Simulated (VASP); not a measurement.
Here is a VASP 6.6.1 calculation.

INCAR

```
PREC = Accurate ; ENCUT = 600
EDIFF = 1E-6 ; ISMEAR = 0
SIGMA = 0.1 ; LREAL = False
LASPH = True ; NELM = 120
ALGO = Normal ; ISIF = 2
LWAVE = False ; LCHARG = False
GGA = PS ; NBANDS = 23
GGA_COMPAT = False
```

File KPOINTS:

```
Automatic mesh
0
Gamma
  6 6 4
```

Contents of POSCAR:

```
HfN
1.0
    3.1276491350      0.0000000000      0.0000000000
   -1.5638245675      2.7086236050      0.0000000000
    0.0000000000      0.0000000000      5.3913456257
Hf N
2 2
Direct
    0.6666666667      0.3333333333      0.7500000000
    0.3333333333      0.6666666667      0.2500000000
    0.0000000000      0.0000000000      0.0000000000
    0.0000000000      0.0000000000      0.5000000000
```

Potentials or basis: VASP PAW PBE potentials, release 64 (Hf_pv, N).

Command:

```sh
$ cat potpaw_PBE.64/Hf_pv/POTCAR potpaw_PBE.64/N/POTCAR > POTCAR
$ mpirun -np 1 vasp_std > vasp.out
```

(1) Predict the pressure.

(2) Predict the band gap on the k mesh.

Results:

(1) -2.1 GPa.

(2) zero (band 15 reaches 9.73 eV, above the bottom of band 16 at 7.39 eV).

Caveat: the k points lie up to 0.39 Å⁻¹ apart; the PAW data sets were made with another functional, which shifts forces and pressure a little; spin-orbit coupling is left out, which moves the levels of the heavy elements.
